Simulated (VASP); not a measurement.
Write the native input for VASP 6.6.1 that does the following.

```yaml
Task: single point
Functional: RPBE
Potentials_or_basis: VASP PAW PBE potentials, release 64 (Sn_d, Te)
Cutoff: 520 eV
k_mesh: 6 × 6 × 6
Occupations: methfessel-paxton, width 0.02 eV
Spin: no spin polarisation
Dipole_correction: no
Further_INCAR_settings: ALGO = Normal; EDIFF = 1e-06; NBANDS = 17
```

The structure of SnTe lies in POSCAR:

```
SnTe
1.0
    0.0000000000      3.1508500000      3.1508500000
    3.1508500000      0.0000000000      3.1508500000
    3.1508500000      3.1508500000      0.0000000000
Sn Te
1 1
Direct
    0.0000000000      0.0000000000      0.0000000000
    0.5000000000      0.5000000000      0.5000000000
```

These files were run (other wordings do the same):

INCAR

```
PREC = Accurate
ENCUT = 520
EDIFF = 1E-6
ISMEAR = 1
SIGMA = 0.02
LREAL = False
LASPH = True
NELM = 80
ALGO = Normal
ISIF = 2
LWAVE = False
LCHARG = False
GGA = RP
NBANDS = 17
```

KPOINTS

```
regular mesh
0
Gamma
  6 6 6
```

Potentials or basis: VASP PAW PBE potentials, release 64 (Sn_d, Te).

The run is started by

```console
$ cat potpaw_PBE.64/Sn_d/POTCAR potpaw_PBE.64/Te/POTCAR > POTCAR
$ mpirun -np 1 vasp_std > vasp.out
```

Results of the run:

```json
{"Pressure": "3.6 GPa", "Band gap on the k mesh": "0.08 eV, direct"}
```

Caveat: the PAW data sets were made with another functional, which shifts forces and pressure a little; spin-orbit coupling is left out, which moves the levels of the heavy elements.

It took 11 s on 1 thread of Intel Xeon 6975P-C (shared host), peak memory 0.2 GiB.
